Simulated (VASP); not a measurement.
A run of VASP 6.6.1 is set up as follows.

File INCAR:

```
  PREC = Accurate
  ENCUT = 520
  EDIFF = 1E-7
  ISMEAR = 0
  SIGMA = 0.1
  LREAL = False
  LASPH = True
  NELM = 100
  ALGO = Normal
  ISIF = 2
  LWAVE = False
  LCHARG = True
  GGA = PE
  LELF = True
  LVHAR = True
  NBANDS = 28
```

Contents of KPOINTS:

```
regular mesh
0
Gamma
  12 12 4
```

The input POSCAR:

```
Ca
1.0
    3.9667363094     -0.1582230402      0.0000000000
   -2.1203933269      3.6726463594      0.0000000000
    0.0000000000      0.0000000000     12.5433099108
Ca
4
Direct
   -0.0129700398     -0.0064850199     -0.0039271565
    0.3539874662      0.6769937381      0.2500000000
   -0.0129700398     -0.0064850199      0.5039271565
    0.6719526135      0.3359763017      0.7500000000
```

Potentials or basis: VASP PAW PBE potentials, release 64 (Ca_sv).

Launch:

```sh
$ cat potpaw_PBE.64/Ca_sv/POTCAR > POTCAR
$ mpirun -np 1 vasp_std > vasp.out
```

(1) Predict the pressure.

(2) Estimate the largest force.

(3) Estimate the band gap on the k mesh.

Results:

(1) -0.7 GPa.

(2) 0.136 eV/Å.

(3) zero (band 20 reaches 2.00 eV, above the bottom of band 21 at 1.61 eV).

Caveat: the cell differs from its parent crystal (strained and its atoms moved).
